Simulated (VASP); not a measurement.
# YbH3 (Fm-3m) in VASP: further runs

The runs below take YbH3 through single point, with PBE.

Everything below comes from runs of VASP 6.6.1. Logs are shortened: lines on timing, memory, paths and dates and some standing lists are left out, and cuts for length are marked.

## (1) The cell of the first run

The structure is cubic, space group Fm-3m (No. 225). Conventional cell: a = 5.210 Å, b = 5.210 Å, c = 5.210 Å, α = 90.00°, β = 90.00°, γ = 90.00°. Within 3.0 Å of Yb (site symmetry m-3m) lie 14 H at 2.26 to 2.60 Å. H (site symmetry m-3m) has 8 H at 2.26 Å and 6 Yb at 2.60 Å within 3.0 Å. Within 3.0 Å of H (site symmetry -43m) lie 4 Yb at 2.26 Å and 10 H at 2.26 to 2.60 Å.

## (2) Single point, PBE, collinear spin, ferromagnetic start

The input, INCAR:

```
ALGO = Normal
EDIFF = 1E-7
ENCUT = 520
GGA = PE
ISIF = 2
ISMEAR = -1
ISPIN = 2
LASPH = True
LCHARG = True
LELF = True
LMAXMIX = 6
LORBIT = 11
LREAL = False
LVHAR = True
LWAVE = False
MAGMOM = 0.8 0 0 0
NBANDS = 26
NELM = 150
NUPDOWN = 0.8
PREC = Accurate
SIGMA = 0.05
```

The input, KPOINTS:

```
k-points
0
Gamma
  7 7 7
```

The input, POSCAR:

```
YbH3
1.0
    0.0000000000      2.6049710000      2.6049710000
    2.6049710000      0.0000000000      2.6049710000
    2.6049710000      2.6049710000      0.0000000000
Yb H
1 3
Direct
    0.0000000000      0.0000000000      0.0000000000
    0.5000000000      0.5000000000      0.5000000000
    0.2500000000      0.2500000000      0.2500000000
    0.7500000000      0.7500000000      0.7500000000
```

Potentials or basis: VASP PAW PBE potentials, release 64 (Yb, H).

Launch:

```sh
cat potpaw_PBE.64/Yb/POTCAR potpaw_PBE.64/H/POTCAR > POTCAR
mpirun -np 1 vasp_std > vasp.out
```

OUTCAR:

```text
EDIFF = 1E-7
   ENCUT = 520
   GGA = PE
   ISIF = 2
   ISMEAR = -1
   ISPIN = 2
   LASPH = True
   LORBIT = 11
   LREAL = False
   NELM = 150
   NUPDOWN = 0.8
   PREC = Accurate

 ion  position               nearest neighbor table
   1  0.000  0.000  0.000-   4 2.26   4 2.26   4 2.26   3 2.26   4 2.26   3 2.26   3 2.26   3 2.26

   2  0.500  0.500  0.500-
   3  0.250  0.250  0.250-   1 2.26   1 2.26   1 2.26   1 2.26
   4  0.750  0.750  0.750-   1 2.26   1 2.26   1 2.26   1 2.26

  LATTYP: Found a face centered cubic cell.
 ALAT       =     5.2099420000

  Lattice vectors:

 A1 = (   0.0000000000,   2.6049710000,   2.6049710000)
 A2 = (   2.6049710000,   0.0000000000,   2.6049710000)
 A3 = (   2.6049710000,   2.6049710000,   0.0000000000)

Analysis of symmetry for initial positions (statically):
=====================================================================
 Subroutine PRICEL returns:
 Original cell was already a primitive cell.

 Routine SETGRP: Setting up the symmetry group for a
 face centered cubic supercell.

 Subroutine GETGRP returns: Found 48 space group operations
 (whereof 48 operations were pure point group operations)
 out of a pool of 48 trial point group operations.

The static configuration has the point symmetry O_h .

Analysis of symmetry for dynamics (positions and initial velocities):
=====================================================================
 Subroutine PRICEL returns:
 Original cell was already a primitive cell.

 Routine SETGRP: Setting up the symmetry group for a
 face centered cubic supercell.

 Subroutine GETGRP returns: Found 48 space group operations
 (whereof 48 operations were pure point group operations)
 out of a pool of 48 trial point group operations.

The dynamic configuration has the point symmetry O_h .

Analysis of structural, dynamic, and magnetic symmetry:
=====================================================================
 Subroutine PRICEL returns:
 Original cell was already a primitive cell.

 Routine SETGRP: Setting up the symmetry group for a
 face centered cubic supercell.

 Subroutine GETGRP returns: Found 48 space group operations
 (whereof 48 operations were pure point group operations)
 out of a pool of 48 trial point group operations.

The overall configuration has the point symmetry O_h .

 Subroutine INISYM returns: Found 48 space group operations
 (whereof 48 operations are pure point group operations),
[... 122 lines left out ...]
   AEXX    =    0.0000 exact exchange contribution
   IVDW    =     0    specifies the selected vdW correction
   LEPSILON=     F    determine dielectric tensor
   LRPA    =     F    only Hartree local field effects (RPA)
 spin polarized calculation
  energy-cutoff  :      520.00
  volume of cell :       35.35
 maximum number of plane-waves:       966
   NGX = 13   NGY = 13   NGZ = 13

 number of electron      27.0000013 magnetization       0.8000001

 Free energy of the ion-electron system (eV)
  ---------------------------------------------------
  ext. energy  EPLUGINS =         0.00000000
  ---------------------------------------------------
  free energy    TOTEN  =       -15.11917035 eV

  energy without entropy =      -15.08342300  energy(sigma->0) =      -15.10129667

 E-fermi :   1.0762     XC(G=0): -10.8854

 val. band max:        2.1937528332   @ k =  -0.1429   0.1429   0.0000
 cond. band min:       1.0835486402   @ k =  -0.4286   0.2857   0.1429
 fundamental gap:     -1.1102041930
 Fermi energy:         2.2450675457

 spin component 1

 k-point     1 :       0.0000    0.0000    0.0000
  band No.  band energies     occupation
      1     -50.1083      1.00000
      2     -22.0501      1.00000
      3     -22.0501      1.00000
      4     -22.0501      1.00000
      5      -7.1360      1.00000
      6      -0.5451      1.00000
[... 549 lines left out ...]
     24      20.4083      0.00000
     25      21.0257      0.00000
 Fermi energy:         1.0761559143

 spin component 2

 k-point     1 :       0.0000    0.0000    0.0000
  band No.  band energies     occupation
      1     -49.8709      1.00000
      2     -21.8787      1.00000
      3     -21.8787      1.00000
      4     -21.8787      1.00000
      5      -6.9369      1.00000
      6      -0.0183      1.00000
[... 549 lines left out ...]
     24      20.5235      0.00000
     25      21.1740      0.00000
 [bands above 25 left out]

------------------------ aborting loop because EDIFF is reached ----------------------------------------

  FORCE on cell =-STRESS in cart. coord.  units (eV):
  Direction    XX          YY          ZZ          XY          YZ          ZX
  --------------------------------------------------------------------------------------
  -------------------------------------------------------------------------------------
  Total       -1.1555283     -1.1555283     -1.1555283      0.0000000      0.0000000      0.0000000
  in kB      -52.3663720    -52.3663720    -52.3663720      0.0000000      0.0000000      0.0000000
  external PRESSURE =     -52.3663720 kB  Pullay stress =       0.0000000 kB

 VOLUME and BASIS-vectors are now :
 -----------------------------------------------------------------------------
  energy-cutoff  :      520.00
  volume of cell :       35.35
      direct lattice vectors                 reciprocal lattice vectors
     0.000000000  2.604971000  2.604971000    -0.191940716  0.191940716  0.191940716
     2.604971000  0.000000000  2.604971000     0.191940716 -0.191940716  0.191940716
     2.604971000  2.604971000  0.000000000     0.191940716  0.191940716 -0.191940716

 POSITION                                       TOTAL-FORCE (eV/Angst)
 -----------------------------------------------------------------------------------
      0.00000      0.00000      0.00000        -0.000000      0.000000     -0.000000
      2.60497      2.60497      2.60497         0.000000      0.000000     -0.000000
      1.30249      1.30249      1.30249        -0.000000     -0.000000     -0.000000
      3.90746      3.90746      3.90746         0.000000      0.000000      0.000000
 -----------------------------------------------------------------------------------
    total drift:                               -0.000000     -0.000000      0.000000

  FREE ENERGIE OF THE ION-ELECTRON SYSTEM (eV)
  ---------------------------------------------------
  free  energy   TOTEN  =       -15.1191703455 eV

  energy  without entropy=      -15.0834229996  energy(sigma->0) =      -15.10129667

 total charge

# of ion       s       p       d       f       tot
--------------------------------------------------
    1        2.110   6.039   0.491  13.368  22.008
    2        0.463   0.006   0.000   0.000   0.469
    3        0.545   0.006   0.000   0.000   0.551
    4        0.545   0.006   0.000   0.000   0.551
--------------------------------------------------
tot          3.663   6.057   0.491  13.368  23.579

 magnetization (x)

# of ion       s       p       d       f       tot
--------------------------------------------------
    1        0.001  -0.005   0.034   0.530   0.560
    2        0.053   0.001   0.000   0.000   0.054
    3        0.022   0.000   0.000   0.000   0.023
    4        0.022   0.000   0.000   0.000   0.023
--------------------------------------------------
tot          0.099  -0.004   0.034   0.530   0.659
```

OSZICAR:

```text
N       E                     dE             d eps       ncg     rms          rms(c)
DAV:   1     0.133856423116E+03    0.13386E+03   -0.86678E+03  3048   0.681E+03
[... 15 lines left out ...]
DAV:  17    -0.151195410876E+02    0.13125E-03   -0.64304E-04  3514   0.111E+00    0.686E-01
DAV:  18    -0.151191859886E+02    0.35510E-03   -0.32330E-04  3706   0.751E-01    0.406E-01
DAV:  19    -0.151191788893E+02    0.70993E-05   -0.92737E-05  3606   0.310E-01    0.140E-01
DAV:  20    -0.151191706467E+02    0.82425E-05   -0.20232E-05  3872   0.130E-01    0.860E-02
DAV:  21    -0.151191706764E+02   -0.29624E-07   -0.14669E-06  3886   0.504E-02    0.230E-02
DAV:  22    -0.151191703626E+02    0.31378E-06   -0.71011E-07  3316   0.388E-02    0.599E-03
DAV:  23    -0.151191703455E+02    0.17024E-07   -0.75675E-08  2040   0.316E-03
   1 F= -.15119170E+02 E0= -.15101297E+02  d E =-.357473E-01  mag=     0.8000
```

Wall time 68 s (1 thread of Intel Xeon Platinum 8375C at 2.90GHz (Ice Lake), shared host); peak memory 0.2 GiB.

Results:

```
Free energy                                           : -15.1192 eV
Pressure                                              : -5.2 GPa
Net moment                                            : 0.80 μB per cell
Site moments                                          : Yb +0.56; H +0.05, +0.02 (each value once) μB
Valence electrons inside the program's atomic spheres : Yb 22.01; H 0.47, 0.55 (each value once)
```

Caveat: the cell stands under tension; spin-orbit coupling is left out, which moves the levels of the heavy elements; the total moment is fixed, so each spin has its own Fermi level. The state reached can hang on the start; a lower one may exist.

## (3) Single point, PBE, collinear spin, ferromagnetic start

The input, INCAR:

```
SYSTEM = YbH3
  PREC = Accurate
  ENCUT = 520
  EDIFF = 1E-6
  ISMEAR = -1
  SIGMA = 0.05
  LREAL = .FALSE.
  LASPH = .TRUE.
  NELM = 150
  ALGO = Normal
  ISIF = 2
  LWAVE = .FALSE.
  LCHARG = .TRUE.
  ISPIN = 2
  MAGMOM = 1 0 0 0
  LORBIT = 11
  NUPDOWN = 1.0
  LMAXMIX = 6
  GGA = PE
  LELF = .TRUE.
  LVHAR = .TRUE.
  NBANDS = 26
```

The input, KPOINTS:

```
regular mesh
0
G
  7 7 7
  0 0 0
```

POSCAR is that of step 2.

Potentials or basis: VASP PAW PBE potentials, release 64 (Yb, H).

Launch:

```sh
cat potpaw_PBE.64/Yb/POTCAR potpaw_PBE.64/H/POTCAR > POTCAR
mpirun -np 1 vasp_std > vasp.out
```

OUTCAR:

```text
SYSTEM = YbH3
   PREC = Accurate
   ENCUT = 520
   EDIFF = 1E-6
   ISMEAR = -1
   LREAL = .FALSE.
   LASPH = .TRUE.
   NELM = 150
   ISIF = 2
   ISPIN = 2
   LORBIT = 11
   NUPDOWN = 1.0
   GGA = PE

 ion  position               nearest neighbor table
   1  0.000  0.000  0.000-   4 2.26   4 2.26   4 2.26   3 2.26   4 2.26   3 2.26   3 2.26   3 2.26

   2  0.500  0.500  0.500-
   3  0.250  0.250  0.250-   1 2.26   1 2.26   1 2.26   1 2.26
   4  0.750  0.750  0.750-   1 2.26   1 2.26   1 2.26   1 2.26

[... 1343 lines left out ...]
     0.000000000  2.604971000  2.604971000    -0.191940716  0.191940716  0.191940716
     2.604971000  0.000000000  2.604971000     0.191940716 -0.191940716  0.191940716
     2.604971000  2.604971000  0.000000000     0.191940716  0.191940716 -0.191940716

 POSITION                                       TOTAL-FORCE (eV/Angst)
 -----------------------------------------------------------------------------------
      0.00000      0.00000      0.00000         0.000000     -0.000000      0.000000
      2.60497      2.60497      2.60497         0.000000     -0.000000      0.000000
      1.30249      1.30249      1.30249         0.000000      0.000000      0.000000
      3.90746      3.90746      3.90746        -0.000000     -0.000000     -0.000000
 -----------------------------------------------------------------------------------
    total drift:                               -0.000000     -0.000000      0.000000

  FREE ENERGIE OF THE ION-ELECTRON SYSTEM (eV)
  ---------------------------------------------------
  free  energy   TOTEN  =       -14.9411020863 eV

  energy  without entropy=      -14.9053978427  energy(sigma->0) =      -14.92324996

 total charge

# of ion       s       p       d       f       tot
--------------------------------------------------
    1        2.112   6.037   0.490  13.348  21.987
    2        0.473   0.005   0.000   0.000   0.478
    3        0.548   0.006   0.000   0.000   0.553
    4        0.548   0.006   0.000   0.000   0.553
--------------------------------------------------
tot          3.680   6.054   0.490  13.348  23.572

 magnetization (x)

# of ion       s       p       d       f       tot
--------------------------------------------------
    1        0.001  -0.006   0.037   0.580   0.612
    2        0.097   0.001   0.000   0.000   0.097
    3        0.037   0.000   0.000   0.000   0.037
    4        0.037   0.000   0.000   0.000   0.037
--------------------------------------------------
tot          0.172  -0.005   0.037   0.580   0.785
```

OSZICAR:

```text
N       E                     dE             d eps       ncg     rms          rms(c)
DAV:   1     0.135286288843E+03    0.13529E+03   -0.88875E+03  3032   0.698E+03
DAV:   2     0.265069131268E+01   -0.13264E+03   -0.12322E+03  2742   0.639E+02
[... 15 lines left out ...]
DAV:  18    -0.149411475613E+02    0.55853E-03   -0.47054E-04  3540   0.108E+00    0.510E-01
DAV:  19    -0.149411016840E+02    0.45877E-04   -0.14300E-04  3996   0.312E-01    0.200E-01
DAV:  20    -0.149411018904E+02   -0.20639E-06   -0.22446E-05  3894   0.173E-01    0.906E-02
DAV:  21    -0.149411035629E+02   -0.16725E-05   -0.13644E-05  3676   0.805E-02    0.331E-02
DAV:  22    -0.149411020057E+02    0.15572E-05   -0.18820E-06  1498   0.527E-02    0.114E-02
DAV:  23    -0.149411020863E+02   -0.80541E-07   -0.47960E-07  1618   0.508E-03
   1 F= -.14941102E+02 E0= -.14923250E+02  d E =-.357042E-01  mag=     1.0000
```

It took 67 s on 1 thread of Intel Xeon Platinum 8375C at 2.90GHz (Ice Lake), shared host; peak memory 0.2 GiB.

Results:

```
Free energy                                           : -14.9411 eV
Pressure                                              : -4.4 GPa
Net moment                                            : 1.00 μB per cell
Site moments                                          : Yb +0.61; H +0.10, +0.04 (each value once) μB
Valence electrons inside the program's atomic spheres : Yb 21.99; H 0.48, 0.55 (each value once)
```

Caveat: the cell stands under tension; spin-orbit coupling is left out, which moves the levels of the heavy elements; the total moment is fixed, so each spin has its own Fermi level.

## (4) Single point, PBE, collinear spin, ferromagnetic start

The input, INCAR:

```
PREC = Accurate
ENCUT = 520
EDIFF = 1E-6
ISMEAR = -1
SIGMA = 0.05
LREAL = F
LASPH = T
NELM = 150
ALGO = Normal
ISIF = 2
LWAVE = F
LCHARG = F
ISPIN = 2
MAGMOM = 1.2 0 0 0
LORBIT = 11
NUPDOWN = 1.2
LMAXMIX = 6
GGA = PE
NBANDS = 26
```

The input, KPOINTS:

```
Automatic mesh
0
Gamma
  7 7 7
```

POSCAR is that of step 3.

Launch:

```sh
cat potpaw_PBE.64/Yb/POTCAR potpaw_PBE.64/H/POTCAR > POTCAR
mpirun -np 1 vasp_std > vasp.out
```

Wall time 66 s (1 thread of Intel Xeon Platinum 8375C at 2.90GHz (Ice Lake), shared host); peak memory 0.2 GiB.

Results (log left out):

```
Free energy                                           : -14.5889 eV
Pressure                                              : -4.2 GPa
Net moment                                            : 1.20 μB per cell
Site moments                                          : Yb +0.72; H +0.10, +0.04 (each value once) μB
Valence electrons inside the program's atomic spheres : Yb 21.98; H 0.47, 0.55 (each value once)
```

Caveat: the cell stands under tension; spin-orbit coupling is left out, which moves the levels of the heavy elements; the total moment is fixed, so each spin has its own Fermi level. The state reached can hang on the start; a lower one may exist.

## (5) Single point, PBE, collinear spin, ferromagnetic start

The input, INCAR:

```
SYSTEM = YbH3
PREC = Accurate ; ENCUT = 520
EDIFF = 1E-6 ; ISMEAR = -1
SIGMA = 0.05 ; LREAL = .False.
LASPH = .True. ; NELM = 150
ALGO = Normal ; ISIF = 2
LWAVE = .False. ; LCHARG = .False.
ISPIN = 2 ; MAGMOM = 1.5 0 0 0
LORBIT = 11 ; NUPDOWN = 1.5
LMAXMIX = 6 ; GGA = PE
NBANDS = 26
```

The input, KPOINTS:

```
Automatic mesh
0
Gamma
  7 7 7
  0 0 0
```

POSCAR is that of step 4.

Launch:

```sh
cat potpaw_PBE.64/Yb/POTCAR potpaw_PBE.64/H/POTCAR > POTCAR
mpirun -np 1 vasp_std > vasp.out
```

Wall time 68 s (1 thread of Intel Xeon Platinum 8375C at 2.90GHz (Ice Lake), shared host); peak memory 0.2 GiB.

Results (log left out):

```yaml
Free_energy: -14.0018 eV
Pressure: -4.2 GPa
Net_moment: 1.50 μB per cell
Site_moments: Yb +0.88; H +0.12, +0.05 (each value once) μB
Valence_electrons_inside_the_program's_atomic_spheres: Yb 21.97; H 0.47, 0.54 (each value once)
```

Caveat: the cell stands under tension; spin-orbit coupling is left out, which moves the levels of the heavy elements; the total moment is fixed, so each spin has its own Fermi level. The state reached can hang on the start; a lower one may exist.

## (6) Single point, PBE, collinear spin, ferromagnetic start

The input, INCAR:

```
ALGO     = Normal         # electronic algorithm
EDIFF    = 1E-6           # SCF threshold, eV
ENCUT    = 520            # plane-wave cutoff, eV
GGA      = PE             # functional
ISIF     = 2              # what is computed and relaxed
ISMEAR   = -1             # smearing method
ISPIN    = 2              # spin polarisation
LASPH    = True           # aspherical terms in the spheres
LCHARG   = False          # write CHGCAR
LMAXMIX  = 6              # l up to which the mixer works
LORBIT   = 11             # projections on sites
LREAL    = False          # projectors in reciprocal space
LWAVE    = False          # write WAVECAR
MAGMOM   = 2 0 0 0        # initial moments
NBANDS   = 26             # bands
NELM     = 150            # most SCF steps
NUPDOWN  = 2.0            # fixed moment
PREC     = Accurate       # precision mode
SIGMA    = 0.05           # smearing width, eV
```

The input, KPOINTS:

```
k-points
0
Gamma
  7 7 7
```

POSCAR is that of step 5.

Potentials or basis: VASP PAW PBE potentials, release 64 (Yb, H).

Launch:

```sh
cat potpaw_PBE.64/Yb/POTCAR potpaw_PBE.64/H/POTCAR > POTCAR
mpirun -np 1 vasp_std > vasp.out
```

Wall time 76 s (1 thread of Intel Xeon Platinum 8375C at 2.90GHz (Ice Lake), shared host); peak memory 0.2 GiB.

It converged, with:

* Free energy: -12.9101 eV
* Pressure: -3.6 GPa
* Net moment: 2.00 μB per cell
* Site moments: Yb +1.13; H +0.14, +0.06 (each value once) μB
* Valence electrons inside the program's atomic spheres: Yb 21.97; H 0.45, 0.53 (each value once)

Caveat: the cell stands under tension; spin-orbit coupling is left out, which moves the levels of the heavy elements; the total moment is fixed, so each spin has its own Fermi level.

## (7) Overview

```csv
fixed moment (μB),pressure (GPa),moment (μB)
0.8,-5.2,0.80
1.0,-4.4,1.00
1.2,-4.2,1.20
1.5,-4.2,1.50
2.0,-3.6,2.00
```

Alike in all rows: task single point; level PBE; potentials or basis VASP PAW PBE potentials, release 64 (Yb, H); spin collinear, ferromagnetic start; cell as given; k mesh 7 × 7 × 7; cutoff (eV) 520; smearing fermi-dirac 0.05 eV.

Caveats: the cell stands under tension; spin-orbit coupling is left out, which moves the levels of the heavy elements; the total moment is fixed, so each spin has its own Fermi level.

Total energies depend on the potentials used, so only differences within one code and one set of settings carry meaning.
